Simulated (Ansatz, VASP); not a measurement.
**Two plane-wave programs on Ge**

```
CELL_PARAMETERS angstrom
0.00000 2.80992 2.80992
2.80992 0.00000 2.80992
2.80992 2.80992 0.00000
ATOMIC_POSITIONS crystal
Ge 0.75000 0.75000 0.75000
Ge 0.50000 0.50000 0.50000
```

Alike in both runs: task single point; functional PBE; k mesh 8 × 8 × 8; occupations fermi-dirac, width 0.05 eV; non-collinear spin, spin-orbit coupling.

|  | VASP | Ansatz |
| --- | --- | --- |
| version | VASP 6.6.1 | Ansatz 0.2.0 |
| potentials or method | VASP PAW PBE potentials, release 64 (Ge_d) | Ansatz PAW |
| plane-wave cutoff (eV) | 520 | 420 |
| valence electrons in the cell | 28 | 28 |

Ansatz gave:

* pressure (GPa): 5.2
* net moment per atom (μB): 0.00

Task: Estimate VASP's values.

Result: Pressure (GPa): 5.1; net moment per atom (μB): 0.00.

With one functional, cell and mesh, what is left measures potentials, basis and numerics.
